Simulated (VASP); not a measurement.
# W (I4_1/amd) in VASP: notebook

W is run at these levels: PBE; tasks: single point.

All numbers are computed with VASP 6.6.1; they aren't measurements. Logs are shortened: lines on timing, memory, paths and dates and some standing lists are left out, and cuts for length are marked.

## (1) The cell of the first run

The structure is tetragonal, space group I4_1/amd (No. 141). Conventional cell: a = 3.921 Å, b = 3.921 Å, c = 2.063 Å, α = 90.00°, β = 90.00°, γ = 90.00°. Within 2.7 Å of W (site symmetry -4m2) lie 10 W at 2.03 to 2.50 Å.

## (2) Single point, PBE

INCAR

```
SYSTEM = W
PREC = Accurate ; ENCUT = 520
EDIFF = 1E-6 ; ISMEAR = -1
SIGMA = 0.05 ; LREAL = .FALSE.
LASPH = .TRUE. ; NELM = 100
ALGO = Normal ; ISIF = 2
LWAVE = .FALSE. ; LCHARG = .FALSE.
GGA = PE ; NBANDS = 21
```

KPOINTS

```
regular mesh
0
G
  16 16 16
  0 0 0
```

POSCAR

```
W
1.0
   -1.9602770837      1.9602770837      1.0315968386
    1.9602770837     -1.9602770837      1.0315968386
    1.9602770837      1.9602770837     -1.0315968386
W
2
Direct
   -0.3750000000     -0.1250000000     -0.2500000000
    0.3750000000      0.1250000000      0.2500000000
```

Potentials or basis: VASP PAW PBE potentials, release 64 (W_sv).

Command:

```bash
> cat potpaw_PBE.64/W_sv/POTCAR > POTCAR
> mpirun -np 1 vasp_std > vasp.out
```

OUTCAR:

```text
SYSTEM = W
   PREC = Accurate
   ENCUT = 520
   EDIFF = 1E-6
   ISMEAR = -1
   LREAL = .FALSE.
   LASPH = .TRUE.
   NELM = 100
   ISIF = 2
   GGA = PE

 ion  position               nearest neighbor table
   1  0.625  0.875  0.750-   2 2.03   2 2.03   2 2.03   2 2.03   2 2.50   2 2.50   2 2.50   2 2.50
                             2 3.24   2 3.24
   2  0.375  0.125  0.250-   1 2.03   1 2.03   1 2.03   1 2.03   1 2.50   1 2.50   1 2.50   1 2.50
                             1 3.24   1 3.24

  LATTYP: Found a body centered tetragonal cell.
 ALAT       =     3.9205541674
 C/A-ratio  =     0.5262505220

  Lattice vectors:

 A1 = (  -1.9602770837,   1.9602770837,   1.0315968386)
 A2 = (   1.9602770837,  -1.9602770837,   1.0315968386)
 A3 = (   1.9602770837,   1.9602770837,  -1.0315968386)

Analysis of symmetry for initial positions (statically):
=====================================================================
 Subroutine PRICEL returns:
 Original cell was already a primitive cell.

 Routine SETGRP: Setting up the symmetry group for a
 body centered tetragonal supercell.

 Subroutine GETGRP returns: Found 16 space group operations
 (whereof  4 operations were pure point group operations)
 out of a pool of 16 trial point group operations.

The static configuration has the point symmetry C_2h.
 The point group associated with its full space group is D_4h.

Analysis of symmetry for dynamics (positions and initial velocities):
=====================================================================
 Subroutine PRICEL returns:
 Original cell was already a primitive cell.

 Routine SETGRP: Setting up the symmetry group for a
 body centered tetragonal supercell.

 Subroutine GETGRP returns: Found 16 space group operations
 (whereof  4 operations were pure point group operations)
 out of a pool of 16 trial point group operations.

The dynamic configuration has the point symmetry C_2h.
 The point group associated with its full space group is D_4h.

 Subroutine INISYM returns: Found 16 space group operations
 (whereof  4 operations are pure point group operations),
 and found     1 'primitive' translations

----------------------------------------------------------------------------------------

                                     Primitive cell

  volume of cell :      15.8564

[... 83 lines left out ...]
   LNONCOLLINEAR =      F non collinear calculations
   LSORBIT =      F    spin-orbit coupling
   LASPH  =      T    aspherical Exc in radial PAW
   ENCUT  =  520.0 eV  38.22 Ry    6.18 a.u.   5.50  5.50  5.50*2*pi/ulx,y,z
   NELM   =    100;   NELMIN=  2; NELMDL= -5     # of ELM steps
   EDIFF  = 0.1E-05   stopping-criterion for ELM
   LREAL  =      F    real-space projection
   EDIFFG = 0.1E-04   stopping-criterion for IOM
   NSW    =      0    number of steps for IOM
   IBRION =     -1    ionic relax: 0-MD 1-quasi-New 2-CG
   NFREE  =      0    steps in history (QN), initial steepest desc. (CG)
   ISIF   =      2    stress and relaxation
   ISYM   =      2    0-nonsym 1-usesym 2-fastsym
   POTIM  = 0.5000    time-step for ionic-motion
   TEBEG  =    0.0;   TEEND  =   0.0 temperature during run
   PSTRESS=    0.0 pullay stress
   NELECT =      28.0000    total number of electrons
   NUPDOWN=      -1.0000    fix difference up-down
   EMIN   =  10.00;   EMAX   =-10.00  energy-range for DOS
   EFERMI =   0.00;   METHOD = LEGACY
   ISMEAR =    -1;   SIGMA  =   0.05  broadening in eV -4-tet -1-fermi 0-gaus
   EFERMI_NEDOS =   21; number of points for ismear=-14 and -15
   IALGO  =     38    algorithm
   IMIX   =      4    mixing-type and parameters
     AMIX     =   0.40;   BMIX     =  1.00
     AMIX_MAG =   1.60;   BMIX_MAG =  1.00
  volume/ion in A,a.u.               =       7.93        53.50
  Fermi-wavevector in a.u.,A,eV,Ry     =   1.978757  3.739309 53.273347  3.915481
  Thomas-Fermi vector in A             =   2.999509
   LORBIT       =      0    0 simple, 1 ext, 2 COOP (PROOUT), +10 PAW based schemes
   GGA     = PE    functional components
   LHFCALC =     F    Hartree Fock is set to
   AEXX    =    0.0000 exact exchange contribution
   IVDW    =     0    specifies the selected vdW correction
   LEPSILON=     F    determine dielectric tensor
   LRPA    =     F    only Hartree local field effects (RPA)
 non-spin polarized calculation
  energy-cutoff  :      520.00
  volume of cell :       15.86
 maximum number of plane-waves:       444
 NGX is ok and might be reduce to    24

 number of electron      28.0000001 magnetization

 Free energy of the ion-electron system (eV)
  ---------------------------------------------------
  ext. energy  EPLUGINS =         0.00000000
  ---------------------------------------------------
  free energy    TOTEN  =         6.10993568 eV

  energy without entropy =        6.11656873  energy(sigma->0) =        6.11325220

 E-fermi :  25.0645     XC(G=0): -17.9421

 val. band max:       25.0563440510   @ k =  -0.2500   0.5000   0.1875
 cond. band min:      25.0675496337   @ k =  -0.3750  -0.3750   0.1875
 fundamental gap:      0.0112055828
 Fermi energy:        25.0645432115

 k-point     1 :       0.0000    0.0000    0.0000
  band No.  band energies     occupation
      1     -52.2983      2.00000
      2     -48.8836      2.00000
      3     -19.1411      2.00000
      4     -19.1411      2.00000
      5     -11.3273      2.00000
      6     -11.3273      2.00000
[... 565 lines left out ...]
     20      41.0791      0.00000
     21      44.2161      0.00000

 [... further k-points ...]

------------------------ aborting loop because EDIFF is reached ----------------------------------------

  FORCE on cell =-STRESS in cart. coord.  units (eV):
  Direction    XX          YY          ZZ          XY          YZ          ZX
  --------------------------------------------------------------------------------------
  -------------------------------------------------------------------------------------
  Total       97.1956594     97.1956594     98.0191538     -0.0000000     -0.0000000     -0.0000000
  in kB     9820.9281398   9820.9281398   9904.1363696     -0.0000000     -0.0000000     -0.0000000
  external PRESSURE =    9848.6642164 kB  Pullay stress =       0.0000000 kB

 VOLUME and BASIS-vectors are now :
 -----------------------------------------------------------------------------
  energy-cutoff  :      520.00
  volume of cell :       15.86
      direct lattice vectors                 reciprocal lattice vectors
    -1.960277084  1.960277084  1.031596839     0.000000000  0.255065982  0.484685471
     1.960277084 -1.960277084  1.031596839     0.255065982  0.000000000  0.484685471
     1.960277084  1.960277084 -1.031596839     0.255065982  0.255065982  0.000000000

 POSITION                                       TOTAL-FORCE (eV/Angst)
 -----------------------------------------------------------------------------------
      1.96028      0.98014      0.77370         0.000000     -0.000000      0.000000
      0.00000      0.98014      0.25790        -0.000000      0.000000     -0.000000
 -----------------------------------------------------------------------------------
    total drift:                               -0.000000      0.000000      0.000000

  FREE ENERGIE OF THE ION-ELECTRON SYSTEM (eV)
  ---------------------------------------------------
  free  energy   TOTEN  =         6.1099356791 eV

  energy  without entropy=        6.1165687294  energy(sigma->0) =        6.11325220
```

stdout:

```text
POSCAR found type information on POSCAR W
 POSCAR found :  1 types and       2 ions
 scaLAPACK will be used
 LDA part: xc-table for (Slater+PW92), standard interpolation
 POSCAR, INCAR and KPOINTS ok, starting setup
 FFT: planning ... GRIDC
 FFT: planning ... GRID_SOFT
 FFT: planning ... GRID
 WAVECAR not read
 entering main loop
```

Wall time 60 s (1 thread of Intel Xeon 6975P-C, shared host); peak memory 0.22 GiB.

The run converged, but its numbers aren't listed here, since they failed a check.

Caveat: spin-orbit coupling is left out, which moves the levels of the heavy elements.

## (3) Single point, PBE

This run uses another cell than the first one, of 9.16 Å³/atom, 1.156 times its volume.

INCAR

```
ALGO     = Normal         # electronic algorithm
EDIFF    = 1E-6           # SCF threshold, eV
ENCUT    = 520            # plane-wave cutoff, eV
GGA      = PE             # functional
ISIF     = 2              # what is computed and relaxed
ISMEAR   = -1             # smearing method
LASPH    = T              # aspherical terms in the spheres
LCHARG   = F              # write CHGCAR
LREAL    = F              # projectors in reciprocal space
LWAVE    = F              # write WAVECAR
NBANDS   = 21             # bands
NELM     = 60             # most SCF steps
PREC     = Accurate       # precision mode
SIGMA    = 0.05           # smearing width, eV
```

KPOINTS

```
k-points
0
Gamma
  16 16 16
```

POSCAR

```
W
1.0
   -2.0572021538      2.0572021538      1.0823851309
    2.0572021538     -2.0572021538      1.0823851309
    2.0572021538      2.0572021538     -1.0823851309
W
2
Direct
   -0.3750000000     -0.1250000000     -0.2500000000
    0.3750000000      0.1250000000      0.2500000000
```

Potentials or basis: VASP PAW PBE potentials, release 64 (W_sv).

Command:

```bash
> cat potpaw_PBE.64/W_sv/POTCAR > POTCAR
> mpirun -np 1 vasp_std > vasp.out
```

Wall time 57 s (1 thread of Intel Xeon 6975P-C, shared host); peak memory 0.23 GiB.

Results (log left out):

```yaml
Free_energy: -5.7960 eV
Pressure: 597.0 GPa
Band_gap_on_the_k_mesh: zero (band 14 reaches 24.96 eV, above the bottom of band 15 at 18.79 eV)
```

Stress tensor (GPa, compression positive):
```
596.09   0.00   0.00
  0.00 596.09   0.00
  0.00   0.00 598.92
```

Levels at points of the mesh, in eV from the Fermi level:
```tsv
k point	band 11	band 12	band 13	band 14	band 15	band 16	band 17	band 18
(0.00, 0.00, 0.00)	-8.77	-7.50	-6.61	2.30	2.30	2.83	2.83	10.65
(0.50, 0.00, 0.00)	-7.86	-4.40	-2.77	-0.93	1.74	2.76	6.94	7.67
(0.50, 0.50, 0.00)	-6.09	-6.09	-1.53	-1.53	2.03	2.03	5.98	5.98
(0.50, 0.50, 0.50)	-5.60	-5.60	0.61	0.61	0.84	0.84	4.75	4.75
```

Caveat: spin-orbit coupling is left out, which moves the levels of the heavy elements.

## (4) Single point, PBE

INCAR

```
SYSTEM = W
PREC = Accurate
ENCUT = 520
EDIFF = 1E-6
ISMEAR = -1
SIGMA = 0.05
LREAL = .FALSE.
LASPH = .TRUE.
NELM = 60
ALGO = Normal
ISIF = 2
LWAVE = .FALSE.
LCHARG = .TRUE.
GGA = PE
LELF = .TRUE.
LVHAR = .TRUE.
NBANDS = 21
```

KPOINTS

```
regular mesh
0
G
  16 16 16
  0 0 0
```

POSCAR is that of step 3.

Command:

```bash
> cat potpaw_PBE.64/W_sv/POTCAR > POTCAR
> mpirun -np 1 vasp_std > vasp.out
```

Run time: 59 s. Hardware: 1 thread of Intel Xeon 6975P-C, shared host; peak memory 0.23 GiB.

It converged, with:

```yaml
Free_energy: -5.7960 eV
Pressure: 597.0 GPa
Band_gap_on_the_k_mesh: zero (band 14 reaches 24.96 eV, above the bottom of band 15 at 18.79 eV)
```

Stress tensor (GPa, compression positive):
```
596.09   0.00   0.00
  0.00 596.09   0.00
  0.00   0.00 598.92
```

Levels at points of the mesh, in eV from the Fermi level:
```tsv
k point	band 12	band 13	band 14	band 15	band 16	band 17
(0.00, 0.00, 0.00)	-7.50	-6.61	2.30	2.30	2.83	2.83
(0.50, 0.00, 0.00)	-4.40	-2.77	-0.93	1.74	2.76	6.94
(0.50, 0.50, 0.00)	-6.09	-1.53	-1.53	2.03	2.03	5.98
(0.50, 0.50, 0.50)	-5.60	0.61	0.61	0.84	0.84	4.75
```

Caveat: spin-orbit coupling is left out, which moves the levels of the heavy elements.

## (5) Single point, PBE

This run uses another cell than the first one, of 10.57 Å³/atom, 1.333 times its volume.

INCAR

```
  PREC = Accurate
  ENCUT = 520
  EDIFF = 1E-6
  ISMEAR = -1
  SIGMA = 0.05
  LREAL = False
  LASPH = True
  NELM = 100
  ALGO = Normal
  ISIF = 2
  LWAVE = False
  LCHARG = True
  GGA = PE
  LELF = True
  LVHAR = True
  NBANDS = 21
```

KPOINTS

```
regular mesh
0
Gamma
  16 16 16
```

POSCAR

```
W
1.0
   -2.1556401167      2.1556401167      1.1374469498
    2.1556401167     -2.1556401167      1.1374469498
    2.1556401167      2.1556401167     -1.1374469498
W
2
Direct
   -0.3750000000     -0.1250000000     -0.2500000000
    0.3750000000      0.1250000000      0.2500000000
```

Command:

```bash
> cat potpaw_PBE.64/W_sv/POTCAR > POTCAR
> mpirun -np 1 vasp_std > vasp.out
```

It took 62 s on 1 thread of Intel Xeon 6975P-C, shared host; peak memory 0.24 GiB.

Results (log left out):

```yaml
Free_energy: -13.8700 eV
Pressure: 344.9 GPa
Band_gap_on_the_k_mesh: zero (band 14 reaches 21.68 eV, above the bottom of band 15 at 16.06 eV)
```

Stress tensor (GPa, compression positive):
```
344.69   0.00   0.00
  0.00 344.69   0.00
  0.00   0.00 345.22
```

Levels at points of the mesh, in eV from the Fermi level:
| k point | band 10 | band 11 | band 12 | band 13 | band 14 | band 15 | band 16 | band 17 | band 18 | band 19 |
| --- | --- | --- | --- | --- | --- | --- | --- | --- | --- | --- |
| (0.00, 0.00, 0.00) | -11.13 | -7.27 | -6.39 | -5.34 | 2.48 | 2.48 | 2.86 | 2.86 | 9.14 | 10.78 |
| (0.50, 0.00, 0.00) | -8.87 | -6.49 | -3.97 | -1.93 | -0.65 | 1.79 | 2.07 | 5.99 | 6.31 | 13.01 |
| (0.50, 0.50, 0.00) | -7.73 | -5.29 | -5.29 | -1.54 | -1.54 | 1.29 | 1.29 | 5.34 | 5.34 | 5.93 |
| (0.50, 0.50, 0.50) | -7.73 | -4.71 | -4.71 | 0.23 | 0.23 | 1.10 | 1.10 | 4.34 | 4.34 | 4.97 |

Caveat: spin-orbit coupling is left out, which moves the levels of the heavy elements.

## (6) Single point, PBE

INCAR

```
SYSTEM = W
  PREC = Accurate
  ENCUT = 520
  EDIFF = 1E-6
  ISMEAR = -1
  SIGMA = 0.05
  LREAL = .FALSE.
  LASPH = .TRUE.
  NELM = 60
  ALGO = Normal
  ISIF = 2
  LWAVE = .FALSE.
  LCHARG = .FALSE.
  GGA = PE
  NBANDS = 21
```

KPOINTS

```
regular mesh
0
G
  16 16 16
  0 0 0
```

POSCAR is that of step 5.

Potentials or basis: VASP PAW PBE potentials, release 64 (W_sv).

Command:

```bash
> cat potpaw_PBE.64/W_sv/POTCAR > POTCAR
> mpirun -np 1 vasp_std > vasp.out
```

Run time: 59 s. Hardware: 1 thread of Intel Xeon 6975P-C, shared host; peak memory 0.24 GiB.

It converged, with:

```yaml
Free_energy: -13.8700 eV
Pressure: 344.9 GPa
Band_gap_on_the_k_mesh: zero (band 14 reaches 21.68 eV, above the bottom of band 15 at 16.06 eV)
```

Stress tensor (GPa, compression positive):
```
344.69   0.00   0.00
  0.00 344.69   0.00
  0.00   0.00 345.22
```

Levels at points of the mesh, in eV from the Fermi level:
```csv
k point,band 11,band 12,band 13,band 14,band 15,band 16,band 17,band 18
"(0.00, 0.00, 0.00)",-7.27,-6.39,-5.34,2.48,2.48,2.86,2.86,9.14
"(0.50, 0.00, 0.00)",-6.49,-3.97,-1.93,-0.65,1.79,2.07,5.99,6.31
"(0.50, 0.50, 0.00)",-5.29,-5.29,-1.54,-1.54,1.29,1.29,5.34,5.34
"(0.50, 0.50, 0.50)",-4.71,-4.71,0.23,0.23,1.10,1.10,4.34,4.34
```

Caveat: spin-orbit coupling is left out, which moves the levels of the heavy elements.
